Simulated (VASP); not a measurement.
# MgBH5 (P4/mmm) in VASP: notebook, part 2 of 2

VASP 6.6.1.

## Step 4: Relaxation of cell and atoms, PBEsol

This run uses another cell than the first one, of 10.55 Å³/atom.

File INCAR:

```
PREC     = Accurate       # precision mode
ENCUT    = 600            # plane-wave cutoff, eV
EDIFF    = 1E-7           # SCF threshold, eV
ISMEAR   = -1             # smearing method
SIGMA    = 0.03           # smearing width, eV
LREAL    = F              # projectors in reciprocal space
LASPH    = T              # aspherical terms in the spheres
NELM     = 60             # most SCF steps
ALGO     = Normal         # electronic algorithm
ISIF     = 3              # what is computed and relaxed
LWAVE    = F              # write WAVECAR
LCHARG   = F              # write CHGCAR
GGA      = PS             # functional
IBRION   = 2              # ionic algorithm
NSW      = 100            # ionic steps
EDIFFG   = -0.01          # ionic threshold
```

File KPOINTS:

```
regular mesh
0
Gamma
  6 6 4
```

File POSCAR:

```
MgBH5
1.0
    3.4683752700      0.0000000000      0.0000000000
    0.0000000000      3.4683752700      0.0000000000
    0.0000000000      0.0000000000      6.1404883100
Mg B H
1 1 5
Direct
    0.5000000000      0.5000000000      0.0000000000
    0.0000000000      0.0000000000      0.5000000000
    0.0000000000      0.5000000000      0.2963546500
    0.0000000000      0.5000000000      0.7036453500
    0.5000000000      0.0000000000      0.2963546500
    0.5000000000      0.0000000000      0.7036453500
    0.0000000000      0.0000000000      0.0000000000
```

Launch:

```sh
> cat potpaw_PBE.64/Mg/POTCAR potpaw_PBE.64/B/POTCAR potpaw_PBE.64/H/POTCAR > POTCAR
> mpirun -np 1 vasp_std > vasp.out
```

Wall time 4.7 min (1 thread of Intel Xeon Platinum 8259CL at 2.50GHz (Skylake/Cascade Lake), shared host); peak memory 0.23 GiB.

It converged, with:

```
Free energy                           : -21.4491 eV
Relaxed volume                        : 5.81 Å³/atom
Relaxed cell                          : a = 2.742 Å, b = 2.742 Å, c = 5.407 Å, α = 90.00°, β = 90.00°, γ = 90.00°
Space group after relaxing (to 0.1 Å) : P4/mmm (No. 123)
Energy gained by relaxing             : 599.0 meV/atom
Ionic steps                           : 12
Pressure after relaxing               : 0.1 GPa
Largest force after relaxing          : 0.007 eV/Å
Band gap on the k mesh                : zero (bands 5 and 6 overlap by 4.93 eV)
```

Forces in eV/Å, atoms in the order of the input:
```
Mg   0.000  0.000  0.000
B    0.000  0.000  0.000
H    0.000  0.000  0.007
H    0.000  0.000 -0.007
H    0.000  0.000  0.007
H    0.000  0.000 -0.007
H    0.000  0.000  0.000
```

The path:
| step | energy change (eV) | largest force (eV/Å) | pressure (GPa) | volume (Å³) |
| --- | --- | --- | --- | --- |
| 1 | 0.0000 | 0.5743 | -19.93 | 73.87 |
| 2 | -1.7815 | 0.8070 | -20.00 | 60.70 |
| 3 | -2.9869 | 0.7990 | 41.91 | 30.66 |
| 4 | -3.6957 | 1.0260 | -8.38 | 43.57 |
| 5 | -3.8603 | 1.0184 | -0.31 | 39.71 |
| 6 | -3.8665 | 1.0111 | 2.61 | 38.65 |
| 7 | -4.0766 | 0.4583 | 4.79 | 38.17 |
| 8 | -4.1165 | 0.0491 | 6.70 | 37.87 |
| 9 | -4.1853 | 0.0168 | 1.83 | 39.78 |
| 10 | -4.1927 | 0.0102 | -0.17 | 40.74 |
| 11 | -4.1927 | 0.0104 | -0.06 | 40.68 |
| 12 | -4.1928 | 0.0071 | 0.08 | 40.64 |

Final structure:
```xyz
7
Lattice="2.7417 0.0000 0.0000 0.0000 2.7417 0.0000 0.0000 0.0000 5.4067" Properties=species:S:1:pos:R:3 pbc="T T T"
Mg    1.3708    1.3708    0.0000
B     0.0000    2.7417    2.7034
H     0.0000    1.3708    1.8272
H     0.0000    1.3708    3.5795
H     1.3708    2.7417    1.8272
H     1.3708    0.0000    3.5795
H     0.0000    2.7417    0.0000
```

Levels at points of the mesh, in eV from the Fermi level:
```
           k point  band 2  band 3  band 4  band 5  band 6  band 7  band 8  band 9
(0.00, 0.00, 0.00)   -9.07   -8.06    0.38    2.42    2.42    4.53    4.79    5.10
(0.50, 0.00, 0.00)   -9.29   -5.42   -5.32   -3.39   -0.43    3.72    6.73    7.79
(0.50, 0.50, 0.00)   -7.55   -5.18   -2.63   -1.39   -1.39    0.01    1.70    2.20
(0.00, 0.00, 0.50)  -11.01   -5.09    0.45    0.55    2.44    2.44    3.89    7.33
(0.50, 0.00, 0.50)   -9.12   -7.56   -4.65   -2.47    3.45    3.74    4.24    4.56
(0.50, 0.50, 0.50)   -7.47   -4.35   -4.22   -2.23   -2.23    1.34    2.24    4.21
```

Caveat: the volume moved by over 15 % at a fixed basis, so the end points are rough; the PAW data sets were made with another functional, which shifts forces and pressure a little.

## Step 5: Relaxation of cell and atoms, r2SCAN+rVV10

File POSCAR:

```
MgBH5
1.0
    2.7420377145      0.0000000000      0.0000000000
    0.0000000000      2.7420377145      0.0000000000
    0.0000000000      0.0000000000      5.4140603158
Mg B H
1 1 5
Direct
    0.5000000000      0.5000000000      0.0000000000
    0.0000000000      0.0000000000      0.5000000000
    0.0000000000      0.5000000000      0.3383033594
    0.0000000000      0.5000000000      0.6616966406
    0.5000000000      0.0000000000      0.3383033594
    0.5000000000      0.0000000000      0.6616966406
    0.0000000000      0.0000000000      0.0000000000
```

File INCAR.step1:

```
SYSTEM = MgBH5
PREC = Accurate ; ENCUT = 600
ISMEAR = -1 ; SIGMA = 0.03
LREAL = .False. ; LASPH = .True.
NELM = 100 ; GGA = PE
ALGO = Normal ; EDIFF = 1E-4
LWAVE = .True. ; LCHARG = .False.
```

File INCAR.step2:

```
SYSTEM = MgBH5
PREC = Accurate ; ENCUT = 600
EDIFF = 1E-6 ; ISMEAR = -1
SIGMA = 0.03 ; LREAL = .False.
LASPH = .True. ; NELM = 100
ALGO = Normal ; ISIF = 3
LWAVE = .False. ; LCHARG = .False.
METAGGA = R2SCAN ; LMIXTAU = .True.
LUSE_VDW = .True. ; IVDW_NL = 2
BPARAM = 11.95 ; CPARAM = 0.0093
IBRION = 2 ; NSW = 100
EDIFFG = -0.01 ; ISTART = 1
```

File KPOINTS:

```
regular mesh
0
Gamma
  8 8 4
  0 0 0
```

Launch:

```sh
> cat potpaw_PBE.64/Mg/POTCAR potpaw_PBE.64/B/POTCAR potpaw_PBE.64/H/POTCAR > POTCAR
> cp INCAR.step1 INCAR
> mpirun -np 1 vasp_std > vasp.out
> cp INCAR.step2 INCAR
> mpirun -np 1 vasp_std > vasp.out
```

It took 15 min on 1 thread of Intel Xeon Platinum 8259CL at 2.50GHz (Skylake/Cascade Lake), shared host; peak memory 0.32 GiB.

It converged, with:

* Free energy: -24.1961 eV
* Relaxed volume: 5.95 Å³/atom
* Relaxed cell: a = 2.786 Å, b = 2.786 Å, c = 5.370 Å, α = 90.00°, β = 90.00°, γ = 90.00°
* Space group after relaxing (to 0.1 Å): P4/mmm (No. 123)
* Energy gained by relaxing: 15.4 meV/atom
* Ionic steps: 10
* Pressure after relaxing: 0.2 GPa
* Band gap on the k mesh: zero (bands 5 and 6 overlap by 4.97 eV)

Step by step:
```
step  energy change (eV)  largest force (eV/Å)  pressure (GPa)  volume (Å³)
   1              0.0000                0.5323            1.57        40.71
   2             -0.0788                0.2637            0.63        41.04
   3             -0.0912                0.2006            0.28        41.19
   4             -0.0677                0.0698           -0.33        41.48
   5             -0.0923                0.1685            0.16        41.24
   6             -0.0923                0.1597            0.14        41.25
   7             -0.1014                0.0903            0.34        41.32
   8             -0.1068                0.0208            0.68        41.42
   9             -0.1068                0.0285            0.70        41.42
  10             -0.1078                0.0012            0.18        41.66
```

Final structure:
```yaml
crystal:
  lattice:
    - [2.78551, 0.00000, 0.00000]
    - [0.00000, 2.78551, 0.00000]
    - [0.00000, 0.00000, 5.36956]
  atoms:
    - { symbol: Mg, position: [0.50000, 0.50000, 0.00000] }
    - { symbol: B, position: [0.00000, 0.00000, 0.50000] }
    - { symbol: H, position: [0.00000, 0.50000, 0.35153] }
    - { symbol: H, position: [0.00000, 0.50000, 0.64846] }
    - { symbol: H, position: [0.50000, 0.00000, 0.35153] }
    - { symbol: H, position: [0.50000, 0.00000, 0.64846] }
    - { symbol: H, position: [0.00000, 0.00000, 0.00000] }
```

Levels at points of the mesh, in eV from the Fermi level:
```csv
k point,band 1,band 2,band 3,band 4,band 5,band 6,band 7,band 8,band 9
"(0.00, 0.00, 0.00)",-14.54,-8.64,-8.11,-0.20,2.98,2.98,5.09,5.83,6.31
"(0.50, 0.00, 0.00)",-10.79,-9.55,-5.49,-4.96,-2.81,0.09,4.36,7.30,9.18
"(0.50, 0.50, 0.00)",-7.98,-7.98,-5.29,-2.68,-0.88,-0.88,0.73,2.41,2.67
"(0.00, 0.00, 0.50)",-14.25,-10.84,-4.88,-0.08,1.55,3.02,3.02,4.44,8.27
"(0.50, 0.00, 0.50)",-10.51,-9.40,-7.51,-4.15,-2.22,3.95,4.38,5.45,5.77
"(0.50, 0.50, 0.50)",-7.91,-7.91,-4.49,-4.19,-1.80,-1.80,2.06,2.98,5.05
```

Caveat: the PAW data sets were made with another functional, which shifts forces and pressure a little.

## Step 6: The runs side by side

```csv
task,level,cell,k mesh,cutoff (eV),gap on the mesh (eV),pressure (GPa),relaxed volume (Å³/atom)
single point,PBEsol,"a = 2.742, b = 2.742, c = 5.414 Å, 7 atoms, atomic positions A",6 × 6 × 4,520,none,-0.2,-
single point,r2SCAN+rVV10,"a = 2.790, b = 2.790, c = 5.381 Å, 7 atoms, atomic positions B",8 × 8 × 4,520,none,-0.4,-
relaxation of cell and atoms,PBEsol,"relaxed from a = 3.468, b = 3.468, c = 6.140 Å, 7 atoms, atomic positions C",6 × 6 × 4,600,none,0.1,5.81
relaxation of cell and atoms,r2SCAN+rVV10,"relaxed from a = 2.742, b = 2.742, c = 5.414 Å, 7 atoms, atomic positions A",8 × 8 × 4,600,none,0.2,5.95
```

Alike in all rows: potentials or basis VASP PAW PBE potentials, release 64 (Mg, B, H); no spin polarisation; smearing fermi-dirac 0.03 eV.

Caveats: some runs use coarse meshes; the PAW data sets were made with another functional, which shifts forces and pressure a little; the volume moved by over 15 % at a fixed basis, so the end points are rough (at least some runs).

Total energies depend on the potentials used, so only differences within one code and one set of settings carry meaning.
